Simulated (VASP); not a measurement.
# Ga2PtF6 (Fm-3m) in VASP: further runs, part 2 of 2

VASP 6.6.1. The steps go on from the part before.

### Step 3. Relaxation of cell and atoms, PBE (atoms taken out)

INCAR

```
PREC     = Accurate       # precision mode
ENCUT    = 600            # plane-wave cutoff, eV
EDIFF    = 1E-6           # SCF threshold, eV
ISMEAR   = 0              # smearing method
SIGMA    = 0.1            # smearing width, eV
LREAL    = False          # projectors in reciprocal space
LASPH    = True           # aspherical terms in the spheres
NELM     = 100            # most SCF steps
ALGO     = Normal         # electronic algorithm
ISIF     = 3              # what is computed and relaxed
LWAVE    = False          # write WAVECAR
LCHARG   = False          # write CHGCAR
GGA      = PE             # functional
IBRION   = 2              # ionic algorithm
NSW      = 100            # ionic steps
EDIFFG   = -0.01          # ionic threshold
```

KPOINTS

```
regular mesh
0
Gamma
  8 8 8
```

POSCAR

```
Ga2PtF6
1.0
    0.0000000000      3.9552216931      3.9552216931
    3.9552216931      0.0000000000      3.9552216931
    3.9552216931      3.9552216931      0.0000000000
Ga Pt F
2 1 6
Direct
    0.7500000000      0.7500000000      0.7500000000
    0.2500000000      0.2500000000      0.2500000000
    0.0000000000      0.0000000000      0.0000000000
    0.5000000000      0.0000000000      0.0000000000
    0.0000000000      0.5000000000      0.5000000000
    0.0000000000      0.5000000000      0.0000000000
    0.5000000000      0.0000000000      0.5000000000
    0.0000000000      0.0000000000      0.5000000000
    0.5000000000      0.5000000000      0.0000000000
```

Potentials or basis: VASP PAW PBE potentials, release 64 (Ga_d, Pt, F).

Started as:

```
$ cat potpaw_PBE.64/Ga_d/POTCAR potpaw_PBE.64/Pt/POTCAR potpaw_PBE.64/F/POTCAR > POTCAR
$ mpirun -np 1 vasp_std > vasp.out
```

Wall time 5.2 min (1 thread of AMD EPYC 7R13 (Zen 3), shared host); peak memory 0.4 GiB.

Results (log left out):

- Free energy: -37.5630 eV
- Relaxed volume: 13.83 Å³/atom
- Relaxed cell: a = 5.604 Å, b = 5.604 Å, c = 5.604 Å, α = 60.00°, β = 60.00°, γ = 60.00°
- Space group after relaxing (to 0.1 Å): Fm-3m (No. 225)
- Energy gained by relaxing: 0.1 meV/atom
- Ionic steps: 2
- Pressure after relaxing: 0.0 GPa
- Band gap on the k mesh: zero (bands 39 and 40 overlap by 0.53 eV)

The path:
```tsv
step	energy change (eV)	largest force (eV/Å)	pressure (GPa)	volume (Å³)
1	0.0000	0.0000	0.45	123.75
2	-0.0009	0.0000	-0.03	124.44
```

Final structure:
```
Ga Pt F
1.0
     0.00000    3.96260    3.96260
     3.96260    0.00000    3.96260
     3.96260    3.96260    0.00000
Ga Pt F
2 1 6
Direct
  0.75000 0.75000 0.75000
  0.25000 0.25000 0.25000
  0.00000 0.00000 0.00000
  0.50000 0.00000 0.00000
  0.00000 0.50000 0.50000
  0.00000 0.50000 0.00000
  0.50000 0.00000 0.50000
  0.00000 0.00000 0.50000
  0.50000 0.50000 0.00000
```

Levels at points of the mesh, in eV from the Fermi level:
```
           k point  band 35  band 36  band 37  band 38  band 39  band 40  band 41  band 42  band 43  band 44
(0.00, 0.00, 0.00)    -2.02    -0.62    -0.62    -0.62    -0.50    -0.50     0.97     5.25     6.25     6.25
(0.50, 0.00, 0.00)    -0.51    -0.47    -0.47    -0.06    -0.06     1.04     1.37     2.39     6.03     6.97
(0.50, 0.50, 0.00)    -0.47    -0.34    -0.13     0.03     0.03     1.27     1.77     3.50     5.50     5.50
```

Caveat: the cell differs from its parent crystal (atoms taken out); spin-orbit coupling is left out, which moves the levels of the heavy elements.

### Step 4. Single point, PBE (atoms taken out)

INCAR

```
PREC     = Accurate       # precision mode
ENCUT    = 520            # plane-wave cutoff, eV
EDIFF    = 1E-7           # SCF threshold, eV
ISMEAR   = 0              # smearing method
SIGMA    = 0.1            # smearing width, eV
LREAL    = False          # projectors in reciprocal space
LASPH    = True           # aspherical terms in the spheres
NELM     = 100            # most SCF steps
ALGO     = Normal         # electronic algorithm
ISIF     = 2              # what is computed and relaxed
LWAVE    = False          # write WAVECAR
LCHARG   = False          # write CHGCAR
GGA      = PE             # functional
NBANDS   = 49             # bands
```

KPOINTS

```
Automatic mesh
0
Gamma
  4 4 4
```

POSCAR: that of step 3 with these lines changed.

```diff
@@ -2,5 +2,5 @@
 1.0
-    0.0000000000      3.9552216931      3.9552216931
-    3.9552216931      0.0000000000      3.9552216931
-    3.9552216931      3.9552216931      0.0000000000
+    0.0000000000      3.6901055600      3.6901055600
+    3.6901055600      0.0000000000      3.6901055600
+    3.6901055600      3.6901055600      0.0000000000
 Ga Pt F
```

Potentials or basis: VASP PAW PBE potentials, release 64 (Ga_d, Pt, F).

Started as:

```
$ cat potpaw_PBE.64/Ga_d/POTCAR potpaw_PBE.64/Pt/POTCAR potpaw_PBE.64/F/POTCAR > POTCAR
$ mpirun -np 1 vasp_std > vasp.out
```

OUTCAR:

```text
PREC = Accurate
   ENCUT = 520
   EDIFF = 1E-7
   ISMEAR = 0
   LREAL = False
   LASPH = True
   NELM = 100
   ISIF = 2
   GGA = PE

 ion  position               nearest neighbor table
   1  0.750  0.750  0.750-   4 1.85   5 1.85   6 1.85   7 1.85   8 1.85   9 1.85   3 3.20   3 3.20
                             3 3.20   3 3.20
   2  0.250  0.250  0.250-   4 1.85   5 1.85   6 1.85   7 1.85   8 1.85   9 1.85   3 3.20   3 3.20
                             3 3.20   3 3.20
   3  0.000  0.000  0.000-   4 2.61   6 2.61   8 2.61   5 2.61   7 2.61   8 2.61   5 2.61   6 2.61
[... 619 lines left out ...]
  in kB      325.9800393    325.9800393    325.9800393     -0.0000000      0.0000000      0.0000000
  external PRESSURE =     325.9800393 kB  Pullay stress =       0.0000000 kB

 VOLUME and BASIS-vectors are now :
 -----------------------------------------------------------------------------
  energy-cutoff  :      520.00
  volume of cell :      100.50
      direct lattice vectors                 reciprocal lattice vectors
     0.000000000  3.690105560  3.690105560    -0.135497479  0.135497479  0.135497479
     3.690105560  0.000000000  3.690105560     0.135497479 -0.135497479  0.135497479
     3.690105560  3.690105560  0.000000000     0.135497479  0.135497479 -0.135497479

 POSITION                                       TOTAL-FORCE (eV/Angst)
 -----------------------------------------------------------------------------------
      5.53516      5.53516      5.53516        -0.000000      0.000000      0.000000
      1.84505      1.84505      1.84505        -0.000000     -0.000000     -0.000000
      0.00000      0.00000      0.00000         0.000000      0.000000      0.000000
      0.00000      1.84505      1.84505         0.000000      0.000000      0.000000
      3.69011      1.84505      1.84505         0.000000      0.000000      0.000000
      1.84505      0.00000      1.84505         0.000000      0.000000      0.000000
      1.84505      3.69011      1.84505         0.000000      0.000000      0.000000
      1.84505      1.84505      0.00000         0.000000      0.000000      0.000000
      1.84505      1.84505      3.69011         0.000000      0.000000      0.000000
 -----------------------------------------------------------------------------------
    total drift:                               -0.000000     -0.000000      0.000000

  FREE ENERGIE OF THE ION-ELECTRON SYSTEM (eV)
  ---------------------------------------------------
  free  energy   TOTEN  =       -35.5474023305 eV

  energy  without entropy=      -35.5202446113  energy(sigma->0) =      -35.53382347
```

Run time: 42 s. Hardware: 1 thread of AMD EPYC 7R13 (Zen 3), shared host; peak memory 0.22 GiB.

Results:

```yaml
Free_energy: -35.5474 eV
Pressure: 32.6 GPa
Band_gap_on_the_k_mesh: zero (bands 39 and 40 overlap by 0.91 eV)
```

Levels at points of the mesh, in eV from the Fermi level:
| k point | band 35 | band 36 | band 37 | band 38 | band 39 | band 40 | band 41 | band 42 | band 43 | band 44 |
| --- | --- | --- | --- | --- | --- | --- | --- | --- | --- | --- |
| (0.00, 0.00, 0.00) | -1.50 | -0.96 | -0.96 | -0.96 | -0.86 | -0.86 | 1.45 | 5.76 | 7.10 | 7.10 |
| (0.50, 0.00, 0.00) | -0.76 | -0.76 | -0.73 | -0.10 | -0.10 | 1.58 | 2.48 | 3.62 | 6.10 | 7.72 |
| (0.50, 0.50, 0.00) | -0.73 | -0.56 | -0.25 | 0.05 | 0.05 | 2.22 | 2.57 | 5.36 | 6.12 | 6.12 |

Caveat: the k points lie up to 0.37 Å⁻¹ apart, too coarse for converged energies and pressures of a metal; the cell differs from its parent crystal (atoms taken out); spin-orbit coupling is left out, which moves the levels of the heavy elements.

### Step 5. Summary

```csv
task,cell,k mesh,cutoff (eV),gap on the mesh (eV),pressure (GPa)
single point,"a = 5.596 Å, angles 60.0°, 9 atoms",8 × 8 × 8,520,none,0.4
relaxation of cell and atoms,"relaxed from a = 5.594 Å, angles 60.0°, 9 atoms",8 × 8 × 8,600,none,0.0
single point,"a = 5.219 Å, angles 60.0°, 9 atoms",4 × 4 × 4,520,none,32.6
```

Alike in all rows: level PBE; potentials or basis VASP PAW PBE potentials, release 64 (Ga_d, Pt, F); no spin polarisation; smearing gaussian 0.1 eV.

Caveats: some runs use coarse meshes; spin-orbit coupling is left out, which moves the levels of the heavy elements.

Absolute energies hang on the potentials; compare differences alone.
